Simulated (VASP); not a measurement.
# CdS: single point with LDA

CdS:

```
CELL_PARAMETERS angstrom
0.00000 2.66976 2.66976
2.66976 0.00000 2.66976
2.66976 2.66976 0.00000
ATOMIC_POSITIONS crystal
Cd 0.00000 0.00000 0.00000
S 0.50000 0.50000 0.50000
```

| Property | Result |
| --- | --- |
| Program | VASP 6.6.1 |
| Task | single point |
| Functional | LDA |
| Potentials or basis | VASP PAW LDA potentials, release 64 (Cd, S) |
| Cutoff | 520 eV |
| k mesh | 16 × 16 × 16 |
| Occupations | fermi-dirac, width 0.08 eV |
| Spin | no spin polarisation |

```yaml
Pressure: 0.7 GPa
Band_gap_on_the_k_mesh: zero (band 9 reaches 3.53 eV, above the bottom of band 10 at 3.52 eV)
```

Levels at points of the mesh, in eV from the Fermi level:
| k point | band 5 | band 6 | band 7 | band 8 | band 9 | band 10 | band 11 | band 12 | band 13 | band 14 |
| --- | --- | --- | --- | --- | --- | --- | --- | --- | --- | --- |
| (0.00, 0.00, 0.00) | -8.05 | -8.05 | -1.13 | -1.13 | -1.13 | 0.83 | 8.97 | 8.97 | 8.97 | 10.85 |
| (0.50, 0.00, 0.00) | -7.79 | -7.79 | -5.50 | -0.20 | -0.20 | 3.04 | 5.46 | 5.46 | 7.04 | 12.18 |
| (0.50, 0.50, 0.00) | -7.70 | -6.85 | -5.05 | -2.70 | -2.70 | -0.21 | 5.61 | 9.93 | 11.36 | 11.36 |

Run time: 29 s on 1 thread of Intel(R) Xeon(R) 6975P-C (Granite Rapids), on a shared host, peak memory 0.2 GiB.
